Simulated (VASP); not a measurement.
# Zn2Sn5N (P-4m2) in VASP: single point with PBE

Aim: the single point of Zn2Sn5N with PBE.

Program: VASP 6.6.1. These are calculated values, not measurements. Logs are shortened: lines on timing, memory, paths and dates and some standing lists are left out, and cuts for length are marked.

## 1. The cell of the first run

The structure is tetragonal, space group P-4m2 (No. 115). Conventional cell: a = 3.385 Å, b = 3.385 Å, c = 16.281 Å, α = 90.00°, β = 90.00°, γ = 90.00°. Zn (site symmetry 2mm) has 2 N at 1.94 Å within 2.6 Å. Within 4.4 Å of Sn (site symmetry 2mm) lie 12 Sn at 3.32 to 3.47 Å. Within 3.8 Å of Sn (site symmetry 2mm) lie 2 Zn at 2.92 Å and 8 Sn at 3.32 to 3.39 Å. Sn (site symmetry -4m2) has 12 Sn at 3.39 to 3.47 Å within 4.5 Å. N (site symmetry -4m2) has 4 Zn at 1.94 Å within 2.6 Å.

## 2. Single point, PBE

INCAR

```
SYSTEM = Zn2Sn5N
  PREC = Accurate
  ENCUT = 520
  EDIFF = 1E-7
  ISMEAR = 0
  SIGMA = 0.2
  LREAL = .FALSE.
  LASPH = .TRUE.
  NELM = 100
  ALGO = Normal
  ISIF = 2
  LWAVE = .FALSE.
  LCHARG = .TRUE.
  GGA = PE
  LELF = .TRUE.
  LVHAR = .TRUE.
  NBANDS = 60
```

KPOINTS

```
regular mesh
0
G
  6 6 2
  0 0 0
```

POSCAR

```
Zn2Sn5N
1.0
    3.3852721452      0.0000000000      0.0000000000
    0.0000000000      3.3852721452      0.0000000000
    0.0000000000      0.0000000000     16.2813833957
Zn Sn N
2 5 1
Direct
    0.0000000000      0.5000000000      0.4417792267
    0.5000000000      0.0000000000      0.5582207733
    1.0000000000      1.0000000000      0.8458981517
    1.0000000000      1.0000000000      0.1541018483
    0.5000000000      0.5000000000      0.2954083047
    0.5000000000      0.5000000000      0.7045916953
    0.5000000000      0.5000000000      0.0000000000
    0.0000000000      0.0000000000      0.5000000000
```

Potentials or basis: VASP PAW PBE potentials, release 64 (Zn, Sn_d, N).

Command:

```
> cat potpaw_PBE.64/Zn/POTCAR potpaw_PBE.64/Sn_d/POTCAR potpaw_PBE.64/N/POTCAR > POTCAR
> mpirun -np 1 vasp_std > vasp.out
```

OUTCAR:

```text
SYSTEM = Zn2Sn5N
   PREC = Accurate
   ENCUT = 520
   EDIFF = 1E-7
   ISMEAR = 0
   LREAL = .FALSE.
   LASPH = .TRUE.
   NELM = 100
   ISIF = 2
   GGA = PE

 ion  position               nearest neighbor table
   1  0.000  0.500  0.442-   8 1.94   8 1.94   5 2.92   5 2.92
   2  0.500  0.000  0.558-   8 1.94   8 1.94   6 2.92   6 2.92
   3  0.000  0.000  0.846-   6 3.32   6 3.32   6 3.32   6 3.32   7 3.47   7 3.47   7 3.47   7 3.47

   4  0.000  0.000  0.154-   5 3.32   5 3.32   5 3.32   5 3.32   7 3.47   7 3.47   7 3.47   7 3.47

   5  0.500  0.500  0.295-   1 2.92   1 2.92   4 3.32   4 3.32   4 3.32   4 3.32
   6  0.500  0.500  0.705-   2 2.92   2 2.92   3 3.32   3 3.32   3 3.32   3 3.32
   7  0.500  0.500  0.000-   3 3.47   4 3.47   3 3.47   4 3.47   3 3.47   4 3.47   3 3.47   4 3.47

   8  0.000  0.000  0.500-   1 1.94   2 1.94   1 1.94   2 1.94

  LATTYP: Found a simple tetragonal cell.
 ALAT       =     3.3852721452
 C/A-ratio  =     4.8094754860

  Lattice vectors:

 A1 = (   3.3852721452,   0.0000000000,   0.0000000000)
 A2 = (   0.0000000000,   3.3852721452,   0.0000000000)
 A3 = (   0.0000000000,   0.0000000000,  16.2813833957)

Analysis of symmetry for initial positions (statically):
=====================================================================
 Subroutine PRICEL returns:
 Original cell was already a primitive cell.

 Routine SETGRP: Setting up the symmetry group for a
 simple tetragonal supercell.

 Subroutine GETGRP returns: Found  8 space group operations
 (whereof  8 operations were pure point group operations)
 out of a pool of 16 trial point group operations.

The static configuration has the point symmetry D_2d.

Analysis of symmetry for dynamics (positions and initial velocities):
=====================================================================
 Subroutine PRICEL returns:
 Original cell was already a primitive cell.

 Routine SETGRP: Setting up the symmetry group for a
 simple tetragonal supercell.

 Subroutine GETGRP returns: Found  8 space group operations
 (whereof  8 operations were pure point group operations)
 out of a pool of 16 trial point group operations.

The dynamic configuration has the point symmetry D_2d.

 Subroutine INISYM returns: Found  8 space group operations
 (whereof  8 operations are pure point group operations),
 and found     1 'primitive' translations

----------------------------------------------------------------------------------------

                                     Primitive cell

  volume of cell :     186.5858

  direct lattice vectors                    reciprocal lattice vectors
     3.385272145  0.000000000  0.000000000     0.295397226  0.000000000  0.000000000
     0.000000000  3.385272145  0.000000000     0.000000000  0.295397226  0.000000000
     0.000000000  0.000000000 16.281383396     0.000000000  0.000000000  0.061419842

  length of vectors
     3.385272145  3.385272145 16.281383396     0.295397226  0.295397226  0.061419842

  position of ions in fractional coordinates (direct lattice)
     0.000000000  0.500000000  0.441779227
     0.500000000  0.000000000  0.558220773
     0.000000000  0.000000000  0.845898152
     0.000000000  0.000000000  0.154101848
     0.500000000  0.500000000  0.295408305
     0.500000000  0.500000000  0.704591695
     0.500000000  0.500000000  0.000000000
     0.000000000  0.000000000  0.500000000

  ion indices of the primitive-cell ions
   primitive index   ion index
                 1           1
                 2           2
                 3           3
                 4           4
                 5           5
                 6           6
                 7           7
                 8           8

----------------------------------------------------------------------------------------

 KPOINTS: regular mesh

Automatic generation of k-mesh.
 Grid dimensions read from file:
 generate k-points for:    6    6    2

 Generating k-lattice:

  Cartesian coordinates                     Fractional coordinates (reciprocal lattice)
     0.049232871  0.000000000  0.000000000     0.166666667  0.000000000  0.000000000
     0.000000000  0.049232871  0.000000000     0.000000000  0.166666667  0.000000000
     0.000000000  0.000000000  0.030709921     0.000000000  0.000000000  0.500000000

  Length of vectors
     0.049232871  0.049232871  0.030709921

  Shift w.r.t. Gamma in fractional coordinates (k-lattice)
     0.000000000  0.000000000  0.000000000

 Subroutine IBZKPT returns following result:
 ===========================================

 Found     20 irreducible k-points:

 Following reciprocal coordinates:
            Coordinates               Weight
  0.000000  0.000000  0.000000      1.000000
  0.166667  0.000000  0.000000      4.000000
  0.333333  0.000000  0.000000      4.000000
  0.500000  0.000000  0.000000      2.000000
  0.166667  0.166667  0.000000      4.000000
  0.333333  0.166667  0.000000      8.000000
[... 12 lines left out ...]
  0.500000  0.333333  0.500000      4.000000
  0.500000  0.500000  0.500000      1.000000
   k-points           NKPTS =     20   k-points in BZ     NKDIM =     20   number of bands    NBANDS=     60
   number of dos      NEDOS =    301   number of ions     NIONS =      8
   total plane-waves  NPLWV =  98784
   dimension x,y,z NGX =    28 NGY =   28 NGZ =  126
   dimension x,y,z NGXF=    56 NGYF=   56 NGZF=  252
   ions per type =               2   5   1
   NGX,Y,Z   is equivalent  to a cutoff of  13.75, 13.75, 12.87 a.u.
   NGXF,Y,Z  is equivalent  to a cutoff of  27.50, 27.50, 25.73 a.u.
 SYSTEM =  Zn2Sn5N
   PREC   = accura    normal or accurate (medium, high low for compatibility)
   ISTART =      0    job   : 0-new  1-cont  2-samecut
   ICHARG =      2    charge: 1-file 2-atom 10-const
   ISPIN  =      1    spin polarized calculation?
   LNONCOLLINEAR =      F non collinear calculations
   LSORBIT =      F    spin-orbit coupling
   LASPH  =      T    aspherical Exc in radial PAW
   ENCUT  =  520.0 eV  38.22 Ry    6.18 a.u.   6.29  6.29 30.27*2*pi/ulx,y,z
   NELM   =    100;   NELMIN=  2; NELMDL= -5     # of ELM steps
   EDIFF  = 0.1E-06   stopping-criterion for ELM
   LREAL  =      F    real-space projection
   EDIFFG = 0.1E-05   stopping-criterion for IOM
   NSW    =      0    number of steps for IOM
   IBRION =     -1    ionic relax: 0-MD 1-quasi-New 2-CG
   NFREE  =      0    steps in history (QN), initial steepest desc. (CG)
   ISIF   =      2    stress and relaxation
   ISYM   =      2    0-nonsym 1-usesym 2-fastsym
   POTIM  = 0.5000    time-step for ionic-motion
   TEBEG  =    0.0;   TEEND  =   0.0 temperature during run
   PSTRESS=    0.0 pullay stress
   NELECT =      99.0000    total number of electrons
   NUPDOWN=      -1.0000    fix difference up-down
   EMIN   =  10.00;   EMAX   =-10.00  energy-range for DOS
   EFERMI =   0.00;   METHOD = LEGACY
   ISMEAR =     0;   SIGMA  =   0.20  broadening in eV -4-tet -1-fermi 0-gaus
   EFERMI_NEDOS =   21; number of points for ismear=-14 and -15
   IALGO  =     38    algorithm
   IMIX   =      4    mixing-type and parameters
     AMIX     =   0.40;   BMIX     =  1.00
     AMIX_MAG =   1.60;   BMIX_MAG =  1.00
  volume/ion in A,a.u.               =      23.32       157.39
  Fermi-wavevector in a.u.,A,eV,Ry     =   1.325339  2.504528 23.898963  1.756524
  Thomas-Fermi vector in A             =   2.454807
   LORBIT       =      0    0 simple, 1 ext, 2 COOP (PROOUT), +10 PAW based schemes
   GGA     = PE    functional components
   LHFCALC =     F    Hartree Fock is set to
   AEXX    =    0.0000 exact exchange contribution
   IVDW    =     0    specifies the selected vdW correction
   LEPSILON=     F    determine dielectric tensor
   LRPA    =     F    only Hartree local field effects (RPA)
 non-spin polarized calculation
 Gauss-broadening in eV      SIGMA  =   0.20
  energy-cutoff  :      520.00
  volume of cell :      186.59
 maximum number of plane-waves:      5064
 NGX is ok and might be reduce to    28
   NGX = 13   NGY = 13   NGZ = 61

 number of electron      98.9999999 magnetization

 Free energy of the ion-electron system (eV)
  ---------------------------------------------------
  ext. energy  EPLUGINS =         0.00000000
  ---------------------------------------------------
  free energy    TOTEN  =       -28.58890758 eV

  energy without entropy =      -28.47783292  energy(sigma->0) =      -28.53337025

 E-fermi :   6.2148     XC(G=0): -10.2076

 val. band max:        6.1887836127   @ k =   0.5000   0.3333   0.5000
 cond. band min:       6.2316753670   @ k =   0.1667   0.0000   0.0000
 fundamental gap:      0.0428917543
 Fermi energy:         6.2148264579

 k-point     1 :       0.0000    0.0000    0.0000
  band No.  band energies     occupation
      1     -15.4651      2.00000
      2     -15.4610      2.00000
      3     -15.3948      2.00000
      4     -15.3878      2.00000
      5     -15.3535      2.00000
      6     -15.3535      2.00000
[... 52 lines left out ...]
     59      11.9238      0.00000
     60      12.2037      0.00000

 k-point     2 :       0.1667    0.0000    0.0000
  band No.  band energies     occupation
      1     -15.4421      2.00000
      2     -15.4382      2.00000
      3     -15.3793      2.00000
      4     -15.3748      2.00000
      5     -15.3616      2.00000
      6     -15.3547      2.00000
[... 52 lines left out ...]
     59      11.8771      0.00000
     60      12.2928      0.00000

 k-point     3 :       0.3333    0.0000    0.0000
  band No.  band energies     occupation
      1     -15.4164      2.00000
      2     -15.4107      2.00000
      3     -15.3766      2.00000
      4     -15.3729      2.00000
      5     -15.3502      2.00000
      6     -15.3473      2.00000
[... 1060 lines left out ...]
     59       8.2932      0.00000
     60       9.8191      0.00000

 k-point    20 :       0.5000    0.5000    0.5000
  band No.  band energies     occupation
      1     -15.4240      2.00000
      2     -15.4240      2.00000
      3     -15.4121      2.00000
      4     -15.4033      2.00000
      5     -15.3968      2.00000
      6     -15.3968      2.00000
[... 52 lines left out ...]
     59       7.2920      0.00000
     60       9.7501      0.00000

------------------------ aborting loop because EDIFF is reached ----------------------------------------

  FORCE on cell =-STRESS in cart. coord.  units (eV):
  Direction    XX          YY          ZZ          XY          YZ          ZX
  --------------------------------------------------------------------------------------
  -------------------------------------------------------------------------------------
  Total        0.6542712      0.6542712      0.2354138      0.0000000      0.0000000      0.0000000
  in kB        5.6181061      5.6181061      2.0214546      0.0000000      0.0000000      0.0000000
  external PRESSURE =       4.4192222 kB  Pullay stress =       0.0000000 kB

 VOLUME and BASIS-vectors are now :
 -----------------------------------------------------------------------------
  energy-cutoff  :      520.00
  volume of cell :      186.59
      direct lattice vectors                 reciprocal lattice vectors
     3.385272145  0.000000000  0.000000000     0.295397226  0.000000000  0.000000000
     0.000000000  3.385272145  0.000000000     0.000000000  0.295397226  0.000000000
     0.000000000  0.000000000 16.281383396     0.000000000  0.000000000  0.061419842

 POSITION                                       TOTAL-FORCE (eV/Angst)
 -----------------------------------------------------------------------------------
      0.00000      1.69264      7.19278        -0.000000      0.000000     -0.025344
      1.69264      0.00000      9.08861        -0.000000      0.000000      0.025344
      0.00000      0.00000     13.77239        -0.000000      0.000000      0.249197
      0.00000      0.00000      2.50899        -0.000000      0.000000     -0.249197
      1.69264      1.69264      4.80966         0.000000      0.000000      0.177010
      1.69264      1.69264     11.47173        -0.000000      0.000000     -0.177010
      1.69264      1.69264      0.00000        -0.000000     -0.000000      0.000000
      0.00000      0.00000      8.14069        -0.000000      0.000000      0.000000
 -----------------------------------------------------------------------------------
    total drift:                                0.000000      0.000000      0.000000

  FREE ENERGIE OF THE ION-ELECTRON SYSTEM (eV)
  ---------------------------------------------------
  free  energy   TOTEN  =       -28.5889075792 eV

  energy  without entropy=      -28.4778329244  energy(sigma->0) =      -28.53337025
```

Wall time 3.1 min (1 thread of Intel Xeon Platinum 8559C (Emerald Rapids), shared host); peak memory 0.4 GiB.

What came out:

```yaml
Free_energy: -28.5889 eV
Pressure: 0.4 GPa
Largest_force: 0.249 eV/Å
```

Forces in eV/Å, atoms in the order of the input:
```
Zn   0.000  0.000 -0.025
Zn   0.000  0.000  0.025
Sn   0.000  0.000  0.249
Sn   0.000  0.000 -0.249
Sn   0.000  0.000  0.177
Sn   0.000  0.000 -0.177
Sn   0.000  0.000  0.000
N    0.000  0.000  0.000
```

Caveat: spin-orbit coupling is left out, which moves the levels of the heavy elements.
